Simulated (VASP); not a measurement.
# Ti (P6_3/mmc) in VASP: a series of runs

Runs on Ti. Level: r2SCAN. Tasks: single point.

All numbers are computed with VASP 6.6.1; they aren't measurements. Logs are shortened: lines on timing, memory, paths and dates and some standing lists are left out, and cuts for length are marked.

### Step 1. The cell of the first run

Symmetry: P6_3/mmc, No. 194, hexagonal system. Conventional cell: a = 2.936 Å, b = 2.936 Å, c = 4.642 Å, α = 90.00°, β = 90.00°, γ = 120.00°. Within 3.8 Å of Ti (site symmetry -6m2) lie 12 Ti at 2.87 to 2.94 Å.

### Step 2. Single point, r2SCAN

Contents of POSCAR:

```
Ti
1.0
    2.9358559451      0.0000000000      0.0000000000
   -1.4679279726      2.5425258303      0.0000000000
    0.0000000000      0.0000000000      4.6416239676
Ti
2
Direct
    0.3333333333      0.6666666667      0.2500000000
    0.6666666667      0.3333333333      0.7500000000
```

Contents of INCAR.step1:

```
SYSTEM = Ti
PREC = Accurate
ENCUT = 520
ISMEAR = -1
SIGMA = 0.03
LREAL = .False.
LASPH = .True.
NELM = 80
NBANDS = 19
GGA = PE
ALGO = Normal
EDIFF = 1E-4
LWAVE = .True.
LCHARG = .False.
```

Contents of INCAR.step2:

```
SYSTEM = Ti
PREC = Accurate
ENCUT = 520
EDIFF = 1E-6
ISMEAR = -1
SIGMA = 0.03
LREAL = .False.
LASPH = .True.
NELM = 80
ALGO = Normal
ISIF = 2
LWAVE = .False.
LCHARG = .False.
METAGGA = R2SCAN
LMIXTAU = .True.
NBANDS = 19
ISTART = 1
```

Contents of KPOINTS:

```
Automatic mesh
0
Gamma
  12 12 7
  0 0 0
```

Potentials or basis: VASP PAW PBE potentials, release 64 (Ti_sv).

Launch:

```console
$ cat potpaw_PBE.64/Ti_sv/POTCAR > POTCAR
$ cp INCAR.step1 INCAR
$ mpirun -np 1 vasp_std > vasp.out
$ cp INCAR.step2 INCAR
$ mpirun -np 1 vasp_std > vasp.out
```

OUTCAR:

```text
SYSTEM = Ti
   PREC = Accurate
   ENCUT = 520
   EDIFF = 1E-6
   ISMEAR = -1
   LREAL = .False.
   LASPH = .True.
   NELM = 80
   ISIF = 2
   METAGGA = R2SCAN
   ISTART = 1

 ion  position               nearest neighbor table
   1  0.333  0.667  0.250-   2 2.87   2 2.87   2 2.87   2 2.87   2 2.87   2 2.87
   2  0.667  0.333  0.750-   1 2.87   1 2.87   1 2.87   1 2.87   1 2.87   1 2.87

  LATTYP: Found a hexagonal cell.
 ALAT       =     2.9358559451
 C/A-ratio  =     1.5810121663

  Lattice vectors:

 A1 = (   2.9358559451,   0.0000000000,   0.0000000000)
 A2 = (  -1.4679279726,   2.5425258303,   0.0000000000)
 A3 = (   0.0000000000,   0.0000000000,   4.6416239676)

Analysis of symmetry for initial positions (statically):
=====================================================================
 Subroutine PRICEL returns:
 Original cell was already a primitive cell.

 Routine SETGRP: Setting up the symmetry group for a
 hexagonal supercell.

 Subroutine GETGRP returns: Found 24 space group operations
 (whereof 12 operations were pure point group operations)
 out of a pool of 24 trial point group operations.

The static configuration has the point symmetry D_3d.
 The point group associated with its full space group is D_6h.

Analysis of symmetry for dynamics (positions and initial velocities):
=====================================================================
 Subroutine PRICEL returns:
 Original cell was already a primitive cell.

 Routine SETGRP: Setting up the symmetry group for a
 hexagonal supercell.

 Subroutine GETGRP returns: Found 24 space group operations
 (whereof 12 operations were pure point group operations)
 out of a pool of 24 trial point group operations.

The dynamic configuration has the point symmetry D_3d.
 The point group associated with its full space group is D_6h.

 Subroutine INISYM returns: Found 24 space group operations
 (whereof 12 operations are pure point group operations),
 and found     1 'primitive' translations

----------------------------------------------------------------------------------------

                                     Primitive cell

  volume of cell :      34.6474

  direct lattice vectors                    reciprocal lattice vectors
     2.935855945  0.000000000  0.000000000     0.340616167  0.196654836  0.000000000
    -1.467927973  2.542525830  0.000000000     0.000000000  0.393309672  0.000000000
     0.000000000  0.000000000  4.641623968     0.000000000  0.000000000  0.215441838
[... 76 lines left out ...]
   ISTART =      1    job   : 0-new  1-cont  2-samecut
   ICHARG =      0    charge: 1-file 2-atom 10-const
   ISPIN  =      1    spin polarized calculation?
   LNONCOLLINEAR =      F non collinear calculations
   LSORBIT =      F    spin-orbit coupling
   LASPH  =      T    aspherical Exc in radial PAW
   ENCUT  =  520.0 eV  38.22 Ry    6.18 a.u.   5.46  5.46  8.63*2*pi/ulx,y,z
   NELM   =     80;   NELMIN=  2; NELMDL=  0     # of ELM steps
   EDIFF  = 0.1E-05   stopping-criterion for ELM
   LREAL  =      F    real-space projection
   EDIFFG = 0.1E-04   stopping-criterion for IOM
   NSW    =      0    number of steps for IOM
   IBRION =     -1    ionic relax: 0-MD 1-quasi-New 2-CG
   NFREE  =      0    steps in history (QN), initial steepest desc. (CG)
   ISIF   =      2    stress and relaxation
   ISYM   =      2    0-nonsym 1-usesym 2-fastsym
   POTIM  = 0.5000    time-step for ionic-motion
   TEBEG  =    0.0;   TEEND  =   0.0 temperature during run
   PSTRESS=    0.0 pullay stress
   NELECT =      24.0000    total number of electrons
   NUPDOWN=      -1.0000    fix difference up-down
   EMIN   =  10.00;   EMAX   =-10.00  energy-range for DOS
   EFERMI =   0.00;   METHOD = LEGACY
   ISMEAR =    -1;   SIGMA  =   0.03  broadening in eV -4-tet -1-fermi 0-gaus
   EFERMI_NEDOS =   21; number of points for ismear=-14 and -15
   IALGO  =     38    algorithm
   IMIX   =      4    mixing-type and parameters
     AMIX     =   0.40;   BMIX     =  1.00
     AMIX_MAG =   1.60;   BMIX_MAG =  1.00
  volume/ion in A,a.u.               =      17.32       116.91
  Fermi-wavevector in a.u.,A,eV,Ry     =   1.448511  2.737289 28.547540  2.098185
  Thomas-Fermi vector in A             =   2.566344
   LORBIT       =      0    0 simple, 1 ext, 2 COOP (PROOUT), +10 PAW based schemes
   METAGGA = R2SCAN    functional components
   LHFCALC =     F    Hartree Fock is set to
   AEXX    =    0.0000 exact exchange contribution
   IVDW    =     0    specifies the selected vdW correction
   LEPSILON=     F    determine dielectric tensor
   LRPA    =     F    only Hartree local field effects (RPA)
 non-spin polarized calculation
  energy-cutoff  :      520.00
  volume of cell :       34.65
 maximum number of plane-waves:       965
 NGX is ok and might be reduce to    24
   NGX = 11   NGY = 11   NGZ = 17

 number of electron      24.0000002 magnetization

 Free energy of the ion-electron system (eV)
  ---------------------------------------------------
  ext. energy  EPLUGINS =         0.00000000
  ---------------------------------------------------
  free energy    TOTEN  =       -25.90367349 eV

  energy without entropy =      -25.89824490  energy(sigma->0) =      -25.90095920

 E-fermi :   8.4353     XC(G=0): -12.4095

 val. band max:        8.4201855293   @ k =   0.3333   0.2500   0.2857
 cond. band min:       8.4367179686   @ k =   0.3333   0.1667   0.4286
 fundamental gap:      0.0165324393
 Fermi energy:         8.4352867366

 k-point     1 :       0.0000    0.0000    0.0000
  band No.  band energies     occupation
      1     -50.8102      2.00000
      2     -50.6643      2.00000
      3     -26.3742      2.00000
      4     -25.7030      2.00000
      5     -25.7030      2.00000
      6     -25.6289      2.00000
[... 505 lines left out ...]
      6     -25.8086      2.00000
[... 11 lines left out ...]
     18      11.3405      0.00000
     19      12.1356      0.00000

 [... further k-points ...]
[... 5 lines left out ...]
  --------------------------------------------------------------------------------------
  -------------------------------------------------------------------------------------
  Total        0.0633379      0.0633379      0.0387347     -0.0000000      0.0000000      0.0000000
  in kB        2.9288983      2.9288983      1.7911868     -0.0000000      0.0000000      0.0000000
  external PRESSURE =       2.5496611 kB  Pullay stress =       0.0000000 kB

 VOLUME and BASIS-vectors are now :
 -----------------------------------------------------------------------------
  energy-cutoff  :      520.00
  volume of cell :       34.65
      direct lattice vectors                 reciprocal lattice vectors
     2.935855945  0.000000000  0.000000000     0.340616167  0.196654836  0.000000000
    -1.467927973  2.542525830  0.000000000     0.000000000  0.393309672  0.000000000
     0.000000000  0.000000000  4.641623968     0.000000000  0.000000000  0.215441838

 POSITION                                       TOTAL-FORCE (eV/Angst)
 -----------------------------------------------------------------------------------
     -0.00000      1.69502      1.16041         0.000000      0.000000      0.000000
      1.46793      0.84751      3.48122        -0.000000     -0.000000      0.000000
 -----------------------------------------------------------------------------------
    total drift:                                0.000000     -0.000000      0.000000

  FREE ENERGIE OF THE ION-ELECTRON SYSTEM (eV)
  ---------------------------------------------------
  free  energy   TOTEN  =       -25.9036734947 eV

  energy  without entropy=      -25.8982449034  energy(sigma->0) =      -25.90095920
```

OSZICAR.step1:

```text
N       E                     dE             d eps       ncg     rms          rms(c)
DAV:   1     0.265677542123E+03    0.26568E+03   -0.12920E+04  2888   0.158E+03
DAV:   2     0.127358814453E+02   -0.25294E+03   -0.24895E+03  2969   0.444E+02
DAV:   3    -0.162936151626E+02   -0.29029E+02   -0.28638E+02  5329   0.124E+02
DAV:   4    -0.176848571291E+02   -0.13912E+01   -0.13881E+01  3418   0.274E+01
DAV:   5    -0.177493896742E+02   -0.64533E-01   -0.64527E-01  4223   0.423E+00    0.119E+01
DAV:   6    -0.156713887254E+02    0.20780E+01   -0.75671E+00  3345   0.276E+01    0.298E+00
DAV:   7    -0.156552296966E+02    0.16159E-01   -0.69788E-01  4316   0.611E+00    0.206E+00
DAV:   8    -0.156816068070E+02   -0.26377E-01   -0.19842E-01  3139   0.510E+00    0.705E-01
DAV:   9    -0.156739511788E+02    0.76556E-02   -0.42531E-02  3285   0.212E+00    0.705E-02
DAV:  10    -0.156743878314E+02   -0.43665E-03   -0.33477E-03  4103   0.341E-01    0.753E-02
DAV:  11    -0.156744128229E+02   -0.24992E-04   -0.89664E-05  2086   0.721E-02
   1 F= -.15674413E+02 E0= -.15671276E+02  d E =-.627281E-02
```

Wall time 3.4 min (1 thread of Intel Xeon 8259CL, shared host); peak memory 0.18 GiB.

What came out:

```yaml
Free_energy: -25.9037 eV
Pressure: 0.3 GPa
Band_gap_on_the_k_mesh: zero (bands 12 and 13 overlap by 1.26 eV)
```

Stress tensor (GPa, compression positive):
```
0.29 0.00 0.00
0.00 0.29 0.00
0.00 0.00 0.18
```

Caveat: the PAW data sets were made with another functional, which shifts forces and pressure a little.

### Step 3. Single point, r2SCAN

POSCAR is that of step 2.

Contents of INCAR.step1:

```
SYSTEM = Ti
ALGO = Normal ; EDIFF = 1E-4
ENCUT = 520 ; GGA = PE
ISMEAR = -1 ; LASPH = .TRUE.
LCHARG = .FALSE. ; LREAL = .FALSE.
LWAVE = .TRUE. ; NBANDS = 19
NELM = 60 ; PREC = Accurate
SIGMA = 0.2
```

Contents of INCAR.step2:

```
SYSTEM = Ti
ALGO = Normal ; EDIFF = 1E-7
ENCUT = 520 ; ISIF = 2
ISMEAR = -1 ; ISTART = 1
LASPH = .TRUE. ; LCHARG = .FALSE.
LMIXTAU = .TRUE. ; LREAL = .FALSE.
LWAVE = .FALSE. ; METAGGA = R2SCAN
NBANDS = 19 ; NELM = 60
PREC = Accurate ; SIGMA = 0.2
```

Contents of KPOINTS:

```
k-points
0
G
  12 12 7
  0 0 0
```

Potentials or basis: VASP PAW PBE potentials, release 64 (Ti_sv).

Launch:

```console
$ cat potpaw_PBE.64/Ti_sv/POTCAR > POTCAR
$ cp INCAR.step1 INCAR
$ mpirun -np 1 vasp_std > vasp.out
$ cp INCAR.step2 INCAR
$ mpirun -np 1 vasp_std > vasp.out
```

It took 4.9 min on 1 thread of Intel Xeon 8259CL, shared host; peak memory 0.19 GiB.

Results (log left out):

* Free energy: -26.0407 eV
* Pressure: 1.0 GPa
* Band gap on the k mesh: zero (bands 12 and 13 overlap by 1.26 eV)

Stress tensor (GPa, compression positive):
```
0.89 0.00 0.00
0.00 0.89 0.00
0.00 0.00 1.25
```

Levels at points of the mesh, in eV from the Fermi level:
```tsv
k point	band 10	band 11	band 12	band 13	band 14	band 15
(0.00, 0.00, 0.00)	-2.81	0.65	0.93	0.93	1.07	1.47
(0.50, 0.00, 0.00)	-2.23	-1.88	-0.79	0.68	0.77	1.35
```

Caveat: the PAW data sets were made with another functional, which shifts forces and pressure a little.

### Step 4. Single point, r2SCAN

POSCAR is that of step 3.

Contents of INCAR.step1:

```
PREC = Accurate
ENCUT = 520
ISMEAR = -1
SIGMA = 0.3
LREAL = False
LASPH = True
NELM = 100
NBANDS = 19
GGA = PE
ALGO = Normal
EDIFF = 1E-4
LWAVE = True
LCHARG = False
```

Contents of INCAR.step2:

```
PREC = Accurate
ENCUT = 520
EDIFF = 1E-6
ISMEAR = -1
SIGMA = 0.3
LREAL = False
LASPH = True
NELM = 100
ALGO = Normal
ISIF = 2
LWAVE = False
LCHARG = False
METAGGA = R2SCAN
LMIXTAU = True
NBANDS = 19
ISTART = 1
```

Contents of KPOINTS:

```
regular mesh
0
Gamma
  12 12 7
```

Launch:

```console
$ cat potpaw_PBE.64/Ti_sv/POTCAR > POTCAR
$ cp INCAR.step1 INCAR
$ mpirun -np 1 vasp_std > vasp.out
$ cp INCAR.step2 INCAR
$ mpirun -np 1 vasp_std > vasp.out
```

Wall time 4 min (1 thread of Intel Xeon 8259CL, shared host); peak memory 0.19 GiB.

The run converged. Its results:

```
Free energy            : -26.2508 eV
Pressure               : 2.2 GPa
Band gap on the k mesh : zero (bands 12 and 13 overlap by 1.27 eV)
```

Stress tensor (GPa, compression positive):
```
1.87 0.00 0.00
0.00 1.87 0.00
0.00 0.00 2.91
```

Levels at points of the mesh, in eV from the Fermi level:
```csv
k point,band 10,band 11,band 12,band 13,band 14,band 15
"(0.00, 0.00, 0.00)",-2.78,0.67,0.97,0.97,1.12,1.50
"(0.50, 0.00, 0.00)",-2.21,-1.85,-0.76,0.72,0.81,1.39
```

Caveat: so wide a smearing shifts energies and pressures; the PAW data sets were made with another functional, which shifts forces and pressure a little.

### Step 5. Single point, r2SCAN

POSCAR is that of step 4.

Contents of INCAR.step1:

```
SYSTEM = Ti
  PREC = Accurate
  ENCUT = 520
  ISMEAR = -1
  SIGMA = 0.6
  LREAL = .False.
  LASPH = .True.
  NELM = 60
  NBANDS = 19
  GGA = PE
  ALGO = Normal
  EDIFF = 1E-4
  LWAVE = .True.
  LCHARG = .False.
```

Contents of INCAR.step2:

```
SYSTEM = Ti
  PREC = Accurate
  ENCUT = 520
  EDIFF = 1E-6
  ISMEAR = -1
  SIGMA = 0.6
  LREAL = .False.
  LASPH = .True.
  NELM = 60
  ALGO = Normal
  ISIF = 2
  LWAVE = .False.
  LCHARG = .True.
  METAGGA = R2SCAN
  LMIXTAU = .True.
  LELF = .True.
  LVHAR = .True.
  NBANDS = 19
  ISTART = 1
```

Contents of KPOINTS:

```
regular mesh
0
Gamma
  12 12 7
  0 0 0
```

Potentials or basis: VASP PAW PBE potentials, release 64 (Ti_sv).

Launch:

```console
$ cat potpaw_PBE.64/Ti_sv/POTCAR > POTCAR
$ cp INCAR.step1 INCAR
$ mpirun -np 1 vasp_std > vasp.out
$ cp INCAR.step2 INCAR
$ mpirun -np 1 vasp_std > vasp.out
```

OUTCAR:

```text
SYSTEM = Ti
   PREC = Accurate
   ENCUT = 520
   EDIFF = 1E-6
   ISMEAR = -1
   LREAL = .False.
   LASPH = .True.
   NELM = 60
   ISIF = 2
   METAGGA = R2SCAN
   ISTART = 1

 ion  position               nearest neighbor table
   1  0.333  0.667  0.250-   2 2.87   2 2.87   2 2.87   2 2.87   2 2.87   2 2.87
   2  0.667  0.333  0.750-   1 2.87   1 2.87   1 2.87   1 2.87   1 2.87   1 2.87

  LATTYP: Found a hexagonal cell.
 ALAT       =     2.9358559451
 C/A-ratio  =     1.5810121663

  Lattice vectors:

[... 191 lines left out ...]
      3     -26.0860      2.00000
      4     -25.4603      2.00000
      5     -25.4603      2.00000
      6     -25.3542      2.00000
[... 505 lines left out ...]
      6     -25.5677      2.00000
[... 11 lines left out ...]
     18      11.5322      0.01034
     19      12.3557      0.00263

 [... further k-points ...]
[... 5 lines left out ...]
  --------------------------------------------------------------------------------------
  -------------------------------------------------------------------------------------
  Total        1.4942518      1.4942518      2.1131824     -0.0000000     -0.0000000      0.0000000
  in kB       69.0978142     69.0978142     97.7186575     -0.0000000     -0.0000000      0.0000000
  external PRESSURE =      78.6380953 kB  Pullay stress =       0.0000000 kB

 VOLUME and BASIS-vectors are now :
 -----------------------------------------------------------------------------
  energy-cutoff  :      520.00
  volume of cell :       34.65
      direct lattice vectors                 reciprocal lattice vectors
     2.935855945  0.000000000  0.000000000     0.340616167  0.196654836  0.000000000
    -1.467927973  2.542525830  0.000000000     0.000000000  0.393309672  0.000000000
     0.000000000  0.000000000  4.641623968     0.000000000  0.000000000  0.215441838

 POSITION                                       TOTAL-FORCE (eV/Angst)
 -----------------------------------------------------------------------------------
     -0.00000      1.69502      1.16041         0.000000     -0.000000      0.000000
      1.46793      0.84751      3.48122        -0.000000      0.000000      0.000000
 -----------------------------------------------------------------------------------
    total drift:                                0.000000     -0.000000      0.000000

  FREE ENERGIE OF THE ION-ELECTRON SYSTEM (eV)
  ---------------------------------------------------
  free  energy   TOTEN  =       -27.4753916284 eV

  energy  without entropy=      -24.2301413371  energy(sigma->0) =      -25.85276648
```

OSZICAR.step1:

```text
N       E                     dE             d eps       ncg     rms          rms(c)
DAV:   1     0.264970158303E+03    0.26497E+03   -0.12920E+04  2888   0.158E+03
DAV:   2     0.113709461944E+02   -0.25360E+03   -0.24916E+03  2969   0.444E+02
DAV:   3    -0.176446024493E+02   -0.29016E+02   -0.28520E+02  5329   0.124E+02
DAV:   4    -0.190359298145E+02   -0.13913E+01   -0.13865E+01  3418   0.274E+01
DAV:   5    -0.191009617186E+02   -0.65032E-01   -0.65008E-01  4223   0.426E+00    0.111E+01
DAV:   6    -0.173889988425E+02    0.17120E+01   -0.63146E+00  3363   0.253E+01    0.277E+00
DAV:   7    -0.173928719652E+02   -0.38731E-02   -0.47730E-01  4246   0.492E+00    0.190E+00
DAV:   8    -0.174186215329E+02   -0.25750E-01   -0.17475E-01  3177   0.470E+00    0.676E-01
DAV:   9    -0.174121501268E+02    0.64714E-02   -0.34119E-02  3393   0.198E+00    0.730E-02
DAV:  10    -0.174124671369E+02   -0.31701E-03   -0.23290E-03  3961   0.315E-01    0.579E-02
DAV:  11    -0.174124682314E+02   -0.10944E-05   -0.10976E-04  1966   0.754E-02
   1 F= -.17412468E+02 E0= -.15667450E+02  d E =-.349004E+01
```

Run time: 4.2 min. Hardware: 1 thread of Intel Xeon 8259CL, shared host; peak memory 0.18 GiB.

Results:

```yaml
Free_energy: -27.4754 eV
Pressure: 7.9 GPa
Band_gap_on_the_k_mesh: zero (bands 12 and 13 overlap by 1.31 eV)
```

Stress tensor (GPa, compression positive):
```
6.91 0.00 0.00
0.00 6.91 0.00
0.00 0.00 9.77
```

Caveat: the cell stands under pressure; so wide a smearing shifts energies and pressures; the PAW data sets were made with another functional, which shifts forces and pressure a little.

### Step 6. Overview

```tsv
smearing	gap on the mesh (eV)	pressure (GPa)
fermi-dirac 0.03 eV	none	0.3
fermi-dirac 0.2 eV	none	1.0
fermi-dirac 0.3 eV	none	2.2
fermi-dirac 0.6 eV	none	7.9
```

Alike in all rows: task single point; level r2SCAN; potentials or basis VASP PAW PBE potentials, release 64 (Ti_sv); no spin polarisation; cell as given; k mesh 12 × 12 × 7; cutoff (eV) 520.

Caveats: the PAW data sets were made with another functional, which shifts forces and pressure a little; so wide a smearing shifts energies and pressures (at least some runs); the cell stands under pressure (at least some runs).

Total energies depend on the potentials used, so only differences within one code and one set of settings carry meaning.

The gap in the log of VASP goes by the Fermi energy; the results here count the filled bands.